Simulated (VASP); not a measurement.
# Ta8AlN8 (a cell with a defect) in VASP: single point with PBE

Aim: the single point of Ta8AlN8 (a cell with a defect) with PBE.

Program: VASP 6.6.1. These are calculated values, not measurements. Logs are shortened: lines on timing, memory, paths and dates and some standing lists are left out, and cuts for length are marked.

### 1 The cell of the first run

The cell holds a defect, 17 atoms: a = 6.245 Å, b = 6.245 Å, c = 6.245 Å, α = 60.00°, β = 60.00°, γ = 60.00°.

### 2 Single point, PBE

INCAR reads:

```
SYSTEM = Ta8AlN8
PREC = Accurate
ENCUT = 520
EDIFF = 1E-6
ISMEAR = 1
SIGMA = 0.1
LREAL = Auto
LASPH = .True.
NELM = 120
ALGO = Normal
ISIF = 2
LWAVE = .False.
LCHARG = .False.
GGA = PE
NBANDS = 88
GGA_COMPAT = .False.
```

KPOINTS reads:

```
regular mesh
0
Gamma
  4 4 4
  0 0 0
```

POSCAR reads:

```
Ta8AlN8
1.0
    0.0000000000      4.4157308800      4.4157308800
    4.4157308800      0.0000000000      4.4157308800
    4.4157308800      4.4157308800      0.0000000000
Ta N Al
8 8 1
Direct
    0.1975524604      0.1986854552      0.2077414872
    0.2439970934      0.2777289951      0.7650102762
    0.2346995386      0.7575919119      0.2773724290
    0.2699999235      0.7725112994      0.7153606245
    0.7870986920      0.2537545948      0.2197690544
    0.7190452920      0.2481062659      0.8001197528
    0.7183526547      0.7903538723      0.2628212705
    0.7803182743      0.7221824850      0.7444549021
    0.0222426372     -0.0145315695     -0.0092810230
   -0.0397791452      0.0065400272      0.5497565558
   -0.0158639650      0.5583295420      0.0002717557
   -0.0028789119      0.4798980186      0.4865841145
    0.5170259606     -0.0318324427     -0.0128353610
    0.5256502407      0.0046825770      0.5477453372
    0.4910110147      0.5471679696     -0.0010248587
    0.5345187613      0.4930264228      0.4945190410
    0.3655085747      0.3123551995      0.3359920567
```

Potentials or basis: VASP PAW PBE potentials, release 64 (Ta_sv_GW, N, Al).

Launch:

```sh
$ cat potpaw_PBE.64/Ta_sv_GW/POTCAR potpaw_PBE.64/N/POTCAR potpaw_PBE.64/Al/POTCAR > POTCAR
$ mpirun -np 1 vasp_std > vasp.out
```

OUTCAR:

```text
SYSTEM = Ta8AlN8
   PREC = Accurate
   ENCUT = 520
   EDIFF = 1E-6
   ISMEAR = 1
   LREAL = Auto
   LASPH = .True.
   NELM = 120
   ISIF = 2
   GGA = PE

 ion  position               nearest neighbor table
   1  0.198  0.199  0.208-  10 2.06  13 2.08  11 2.08  17 2.10   5 2.38   2 2.44   3 2.47  12 2.52
                             6 3.02   4 3.02   7 3.02
   2  0.244  0.278  0.765-  14 2.18  13 2.23  16 2.25  11 2.28   9 2.29  17 2.31  12 2.35   1 2.44
                             8 2.84   5 2.85   6 2.99   3 3.02   4 3.03   3 3.23   4 3.24   6 3.27
   3  0.235  0.758  0.277-  15 2.17  13 2.21   9 2.22  16 2.30  12 2.30  10 2.30  17 2.35   1 2.47
                             8 2.88   4 2.90   5 2.96   2 3.02   7 3.08   7 3.17   2 3.23
   4  0.270  0.773  0.715-  10 2.15   9 2.17  14 2.21  16 2.22  11 2.23  15 2.24   7 2.81   3 2.90
                             1 3.02   2 3.03   6 3.07   8 3.13   8 3.14  17 3.15   6 3.24   2 3.24
   5  0.787  0.254  0.220-   9 2.20  17 2.23  11 2.25  16 2.27  10 2.28  14 2.30  15 2.30   1 2.38
                             2 2.85   6 2.88   8 2.95   3 2.96   7 3.00   7 3.29   8 3.30
   6  0.719  0.248  0.800-  13 2.17  10 2.17  16 2.20   9 2.21  15 2.22  12 2.29   7 2.87   5 2.88
                             2 2.99   8 3.00   1 3.02  17 3.05   4 3.07   4 3.24   2 3.27   8 3.29
   7  0.718  0.790  0.263-  13 2.15  16 2.15  11 2.19   9 2.23  14 2.24  12 2.26   4 2.81   6 2.87
                             5 3.00  17 3.00   8 3.02   1 3.02   3 3.08   3 3.17   8 3.28   5 3.29
   8  0.780  0.722  0.744-  14 2.03  11 2.08  15 2.09  10 2.09  13 2.16  12 2.22   2 2.84   3 2.88
                             5 2.95   6 3.00   7 3.02   4 3.13   4 3.14   7 3.28   6 3.29   5 3.30
   9  0.022  0.985  0.991-   4 2.17   5 2.20   6 2.21   3 2.22   7 2.23   2 2.29
  10  0.960  0.007  0.550-   1 2.06   8 2.09   4 2.15   6 2.17   5 2.28   3 2.30
  11  0.984  0.558  0.000-   8 2.08   1 2.08   7 2.19   4 2.23   5 2.25   2 2.28
  12  0.997  0.480  0.487-  17 1.92   8 2.22   7 2.26   6 2.29   3 2.30   2 2.35   1 2.52
  13  0.517  0.968  0.987-   1 2.08   7 2.15   8 2.16   6 2.17   3 2.21   2 2.23
  14  0.526  0.005  0.548-  17 1.82   8 2.03   2 2.18   4 2.21   7 2.24   5 2.30
  15  0.491  0.547  0.999-  17 1.90   8 2.09   3 2.17   6 2.22   4 2.24   5 2.30
  16  0.535  0.493  0.495-   7 2.15   6 2.20   4 2.22   2 2.25   5 2.27   3 2.30
  17  0.366  0.312  0.336-  14 1.82  15 1.90  12 1.92   1 2.10   5 2.23   2 2.31   3 2.35   7 3.00
                             6 3.05   4 3.15

  LATTYP: Found a face centered cubic cell.
 ALAT       =     8.8314617600

  Lattice vectors:

 A1 = (   0.0000000000,   4.4157308800,   4.4157308800)
 A2 = (   4.4157308800,   0.0000000000,   4.4157308800)
 A3 = (   4.4157308800,   4.4157308800,   0.0000000000)

Analysis of symmetry for initial positions (statically):
=====================================================================
 Subroutine PRICEL returns:
 Original cell was already a primitive cell.

[... 167 lines left out ...]
   EFERMI_NEDOS =   21; number of points for ismear=-14 and -15
   IALGO  =     38    algorithm
   IMIX   =      4    mixing-type and parameters
     AMIX     =   0.40;   BMIX     =  1.00
     AMIX_MAG =   1.60;   BMIX_MAG =  1.00
  volume/ion in A,a.u.               =      10.13        68.36
  Fermi-wavevector in a.u.,A,eV,Ry     =   1.552988  2.934721 32.814133  2.411771
  Thomas-Fermi vector in A             =   2.657284
   LORBIT       =      0    0 simple, 1 ext, 2 COOP (PROOUT), +10 PAW based schemes
   GGA     = PE    functional components
   LHFCALC =     F    Hartree Fock is set to
   AEXX    =    0.0000 exact exchange contribution
   IVDW    =     0    specifies the selected vdW correction
   LEPSILON=     F    determine dielectric tensor
   LRPA    =     F    only Hartree local field effects (RPA)
 non-spin polarized calculation
 Methfessel and Paxton  Order N= 1 SIGMA  =   0.10
  energy-cutoff  :      520.00
  volume of cell :      172.20
 maximum number of plane-waves:      4656
 NGX is ok and might be reduce to    48
   NGX = 23   NGY = 23   NGZ = 23

 number of electron     146.9999997 magnetization

 Free energy of the ion-electron system (eV)
  ---------------------------------------------------
  ext. energy  EPLUGINS =         0.00000000
  ---------------------------------------------------
  free energy    TOTEN  =      -187.46197414 eV

  energy without entropy =     -187.46018449  energy(sigma->0) =     -187.46137759

 E-fermi :  13.8909     XC(G=0): -13.9023

 val. band max:       13.8902617132   @ k =   0.2500  -0.2500  -0.2500
 cond. band min:      13.9190547685   @ k =  -0.2500   0.5000   0.2500
 fundamental gap:      0.0287930553
 Fermi energy:        13.8908526082

 k-point     1 :       0.0000    0.0000    0.0000
  band No.  band energies     occupation
      1     -55.2063      2.00000
      2     -55.1356      2.00000
      3     -55.1105      2.00000
      4     -54.9788      2.00000
      5     -54.8183      2.00000
      6     -54.7469      2.00000
[... 2101 lines left out ...]
     84      16.5073      0.00000
     85      16.6530      0.00000

 [... further k-points ...]

 [bands above 85 left out]

------------------------ aborting loop because EDIFF is reached ----------------------------------------

  FORCE on cell =-STRESS in cart. coord.  units (eV):
  Direction    XX          YY          ZZ          XY          YZ          ZX
  --------------------------------------------------------------------------------------
  -------------------------------------------------------------------------------------
  Total       43.2608622     43.5429759     41.7061851      9.4152579     14.1341035      9.3426486
  in kB      402.5019294    405.1267340    388.0371104     87.6001838    131.5046354     86.9246220
  external PRESSURE =     398.5552579 kB  Pullay stress =       0.0000000 kB

 VOLUME and BASIS-vectors are now :
 -----------------------------------------------------------------------------
  energy-cutoff  :      520.00
  volume of cell :      172.20
      direct lattice vectors                 reciprocal lattice vectors
     0.000000000  4.415730880  4.415730880    -0.113231538  0.113231538  0.113231538
     4.415730880  0.000000000  4.415730880     0.113231538 -0.113231538  0.113231538
     4.415730880  4.415730880  0.000000000     0.113231538  0.113231538 -0.113231538

 POSITION                                       TOTAL-FORCE (eV/Angst)
 -----------------------------------------------------------------------------------
      1.79467      1.78967      1.74968         0.225434      0.089351      0.130697
      4.60446      4.45551      2.30380        -0.075477      0.055647     -0.191382
      4.57012      2.26117      4.38169         0.178552      0.007030      0.026065
      6.57004      4.35109      4.60345        -0.024082     -0.019409      0.050341
      2.09095      4.44606      4.59613        -0.044295      0.024384      0.037201
      4.62868      6.70822      4.27068        -0.003353     -0.024007      0.011263
[... 9 lines left out ...]
      4.36073      4.54395      4.53736        -0.029588     -0.005261     -0.071897
      2.86293      3.09764      2.99326        -0.022873      0.030425      0.257678
 -----------------------------------------------------------------------------------
    total drift:                               -0.002440      0.000882      0.002086

  FREE ENERGIE OF THE ION-ELECTRON SYSTEM (eV)
  ---------------------------------------------------
  free  energy   TOTEN  =      -187.4619741405 eV

  energy  without entropy=     -187.4601844891  energy(sigma->0) =     -187.46137759
```

stdout:

```text
POSCAR found type information on POSCAR TaN Al
 POSCAR found :  3 types and      17 ions
 scaLAPACK will be used
 LDA part: xc-table for (Slater+PW92), standard interpolation
 POSCAR, INCAR and KPOINTS ok, starting setup
 FFT: planning ... GRIDC
 FFT: planning ... GRID_SOFT
 FFT: planning ... GRID
 WAVECAR not read
 entering main loop
```

Wall time 45 min (1 thread of Intel Xeon Platinum 8259CL at 2.50GHz (Skylake/Cascade Lake), shared host); peak memory 0.57 GiB.

What came out:

* Free energy: -187.4620 eV
* Pressure: 39.9 GPa
* Largest force: 0.275 eV/Å
* Band gap on the k mesh: zero (an odd number of electrons rules out a gap without spin polarisation)

Forces on the atoms (eV/Å):
```
Ta   0.225  0.089  0.131
Ta  -0.075  0.056 -0.191
Ta   0.179  0.007  0.026
Ta  -0.024 -0.019  0.050
Ta  -0.044  0.024  0.037
Ta  -0.003 -0.024  0.011
Ta  -0.030 -0.054 -0.015
Ta  -0.052 -0.005 -0.140
N   -0.039  0.016 -0.009
N   -0.063  0.041 -0.107
N    0.025 -0.036  0.068
N   -0.098  0.010  0.033
N    0.045 -0.120 -0.009
N   -0.082 -0.022  0.041
N    0.090  0.013 -0.113
N   -0.030 -0.005 -0.072
Al  -0.023  0.030  0.258
```

Caveat: spin-orbit coupling is left out, which moves the levels of the heavy elements; an odd number of electrons without spin polarisation forces a metal; a magnetic or distorted state may lie lower.

The gap in the log of VASP goes by the Fermi energy; the results here count the filled bands.